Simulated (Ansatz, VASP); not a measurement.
## TaN in VASP and in Ansatz

File INCAR:

```
SYSTEM = TaN
PREC = Accurate
ENCUT = 520
EDIFF = 1E-6
ISMEAR = 0
SIGMA = 0.15
LREAL = .FALSE.
LASPH = .TRUE.
NELM = 60
ALGO = Normal
ISIF = 2
LWAVE = .FALSE.
LCHARG = .FALSE.
GGA = PS
NBANDS = 15
```

The input KPOINTS:

```
Automatic mesh
0
G
  24 24 24
  0 0 0
```

The input POSCAR:

```
TaN
1.0
    0.0000000000      2.5160214113      2.1878447055
    2.1878447055      0.0000000000      2.1878447055
    2.1878447055      2.5160214113      0.0000000000
Ta N
1 1
Direct
    0.5000000000      0.5000000000      0.5000000000
    0.0000000000      0.0000000000      0.0000000000
```

Input for Ansatz:

```yaml
crystal:
  lattice:
    - [0.0, 2.5160214113, 2.1878447055]
    - [2.1878447055, 0.0, 2.1878447055]
    - [2.1878447055, 2.5160214113, 0.0]
  atoms:
    - { symbol: Ta, position: [0.5, 0.5, 0.5] }
    - { symbol: "N", position: [0.0, 0.0, 0.0] }
basis:
  ecutwfc: 420
kpoints:
  mp_grid: { grid: [24, 24, 24] }
hamiltonian:
  xc: pbesol
scf:
  occupations: { method: gaussian, width: 0.15 }
output:
  forces: true
  stress: true
  eigenvalues: true
```

Change from the starting cell: strain +0.1500 x Voigt [0, 1, 0, 0, 0, 0], atoms carried along.

Alike in both runs: task single point; functional PBEsol; k mesh 24 × 24 × 24; occupations gaussian, width 0.15 eV; no spin polarisation.

|  | VASP | Ansatz |
| --- | --- | --- |
| version | VASP 6.6.1 | Ansatz 0.2.0 |
| potentials or method | VASP PAW PBE potentials, release 64 (Ta_pv, N), cutoff 520 eV | scalar-relativistic, plane waves, PAW |
| valence electrons in the cell | 16 | 18 |

Ansatz gave:

| Quantity | Value |
| --- | --- |
| gap on the k mesh at the Fermi level (eV) | none |
| pressure (GPa) | -25.8 |
| traceless stress, the component that is largest in VASP (GPa) | -8.47 |

Q: Which values does VASP return?

A: gap on the k mesh at the Fermi level (eV): none; pressure (GPa): -25.3; traceless stress, the component that is largest in VASP (GPa): -8.75.

VASP's potentials were made for PBE, not for PBEsol. A gap of «none» marks a metal or a gap that the smearing closes. With one functional, cell and mesh, what is left measures potentials, basis and numerics. VASP's potentials hold 16 valence electrons a cell and Ansatz's 18, so a difference there can come from the potentials and not from the codes.

Spin-orbit coupling is off throughout.
